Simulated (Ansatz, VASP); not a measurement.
LiBr in VASP and in Ansatz

```
CELL_PARAMETERS angstrom
0.00000 2.38272 2.38272
2.38272 0.00000 2.38272
2.38272 2.38272 0.00000
ATOMIC_POSITIONS crystal
Li 0.00000 0.00000 0.00000
Br 0.50000 0.50000 0.50000
```

Change from the starting cell: volume scaled by 0.65, LAPW.

Alike in both runs: task single point; functional PBE; k mesh 9 × 9 × 9; occupations fermi-dirac, width 0.03 eV; no spin polarisation.

|  | VASP | Ansatz |
| --- | --- | --- |
| version | VASP 6.6.1 | Ansatz 0.2.0 |
| potentials or method | VASP PAW PBE potentials, release 64 (Li_sv, Br), cutoff 750 eV | all-electron LAPW, scalar-relativistic |

VASP gave:

```
gap on the k mesh at the Fermi level (eV) : 5.79
pressure (GPa)                            : 28.9
```

Task: Which values does Ansatz return?

Result: gap on the k mesh at the Fermi level (eV): 5.80; pressure (GPa): 28.9.

Both programs put the cell under a high pressure, so it lies far from rest at this level. Ansatz ran all-electron here, and VASP with PAW potentials.
